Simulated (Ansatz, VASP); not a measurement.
## One calculation of Cd2S, two programs

The input INCAR:

```
SYSTEM = Cd2S
PREC     = Accurate       ! precision mode
ENCUT    = 520            ! plane-wave cutoff, eV
EDIFF    = 1E-6           ! SCF threshold, eV
ISMEAR   = -1             ! smearing method
SIGMA    = 0.05           ! smearing width, eV
LREAL    = .FALSE.        ! projectors in reciprocal space
LASPH    = .TRUE.         ! aspherical terms in the spheres
NELM     = 60             ! most SCF steps
ALGO     = Normal         ! electronic algorithm
ISIF     = 2              ! what is computed and relaxed
LWAVE    = .FALSE.        ! write WAVECAR
LCHARG   = .FALSE.        ! write CHGCAR
GGA      = CA             ! functional
NBANDS   = 22             ! bands
```

Contents of KPOINTS:

```
regular mesh
0
G
  8 8 5
  0 0 0
```

File POSCAR:

```
Cd2S
1.0
    3.9360741467      0.0000000000      0.0000000000
   -1.9680370733      3.4087402022      0.0000000000
    0.0000000000      0.0000000000      5.7702029595
Cd S
2 1
Direct
    0.3333333333      0.6666666667      0.9327170000
    0.6666666667      0.3333333333      0.5787350000
    0.3333333333      0.6666666667      0.3657050000
```

The input input.yaml:

```yaml
crystal:
  lattice:
    - [3.9360741467, 0.0, 0.0]
    - [-1.9680370733, 3.4087402022, 0.0]
    - [0.0, 0.0, 5.7702029595]
  atoms:
    - { symbol: Cd, position: [0.3333333333, 0.6666666667, 0.932717] }
    - { symbol: Cd, position: [0.6666666667, 0.3333333333, 0.578735] }
    - { symbol: S, position: [0.3333333333, 0.6666666667, 0.365705] }
kpoints:
  mp_grid: { grid: [8, 8, 5] }
scf:
  occupations: { method: fermi_dirac, width: 0.05 }
hamiltonian:
  xc: lda
  pseudopotentials: { kind: all_electron, lapw: { basis_error: 0.002 } }
output:
  forces: true
  stress: true
  eigenvalues: true
```

Change from the starting cell: volume scaled by 0.98.

Alike in both runs: task single point; functional LDA; k mesh 8 × 8 × 5; occupations fermi-dirac, width 0.05 eV; no spin polarisation.

|  | VASP | Ansatz |
| --- | --- | --- |
| version | VASP 6.6.1 | Ansatz 0.2.0 |
| potentials or method | VASP PAW LDA potentials, release 64 (Cd, S), cutoff 520 eV | all-electron LAPW, scalar-relativistic |

VASP gave:

| Property | Result |
| --- | --- |
| gap on the k mesh at the Fermi level (eV) | 0.22 |
| least direct gap on the mesh (eV) | 0.57 |
| pressure (GPa) | -3.8 |
| traceless stress, the component that is largest in VASP (GPa) | -0.69 |
| rms of the force components (eV/Å) | 0.051 |

Problem. Which values does Ansatz return?

Solution. gap on the k mesh at the Fermi level (eV): 0.23; least direct gap on the mesh (eV): 0.57; pressure (GPa): -4.2; traceless stress, the component that is largest in VASP (GPa): -0.82; rms of the force components (eV/Å): 0.053.

LDA's correlation is that of Perdew and Zunger in VASP and of Perdew and Wang (1992) in Ansatz. Atom by atom the forces differ by 0.010 eV/Å (rms over components). Ansatz ran all-electron here, and VASP with PAW potentials.
